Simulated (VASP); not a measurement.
Set up this calculation in VASP 6.6.1, as the native input.

```
Task                   : single point
Functional             : PBE
Potentials or basis    : VASP PAW PBE potentials, release 64 (Si, F)
Cutoff                 : 520 eV
k mesh                 : 6 × 6 × 6
Occupations            : gaussian, width 0.1 eV
Spin                   : no spin polarisation
Dipole correction      : no
Further INCAR settings : ALGO = Normal; EDIFF = 1e-07; NBANDS = 18
```

The structure of Si3F lies in POSCAR:

```
Si3F
1.0
    0.0000000000      2.9996543661      2.9996543661
    2.9996543661      0.0000000000      2.9996543661
    2.9996543661      2.9996543661      0.0000000000
Si F
3 1
Direct
    0.7500000000      0.7500000000      0.7500000000
    0.2500000000      0.2500000000      0.2500000000
    0.0000000000      0.0000000000      0.0000000000
    0.5000000000      0.5000000000      0.5000000000
```

The cell was generated, and may not be a known phase.

One way to write it, as run:

INCAR

```
SYSTEM = Si3F
ALGO = Normal
EDIFF = 1E-7
ENCUT = 520
GGA = PE
ISIF = 2
ISMEAR = 0
LASPH = .True.
LCHARG = .False.
LREAL = .False.
LWAVE = .False.
NBANDS = 18
NELM = 100
PREC = Accurate
SIGMA = 0.1
```

KPOINTS

```
k-points
0
Gamma
  6 6 6
  0 0 0
```

Potentials or basis: VASP PAW PBE potentials, release 64 (Si, F).

Launch:

```sh
$ cat potpaw_PBE.64/Si/POTCAR potpaw_PBE.64/F/POTCAR > POTCAR
$ mpirun -np 1 vasp_std > vasp.out
```

Results of the run:

- Pressure: -0.1 GPa
- Band gap on the k mesh: zero (an odd number of electrons rules out a gap without spin polarisation)

Caveat: an odd number of electrons without spin polarisation forces a metal; a magnetic or distorted state may lie lower.

Run time: 19 s on 1 thread of Intel Xeon 8259CL, with other jobs on the host, peak memory 0.17 GiB.
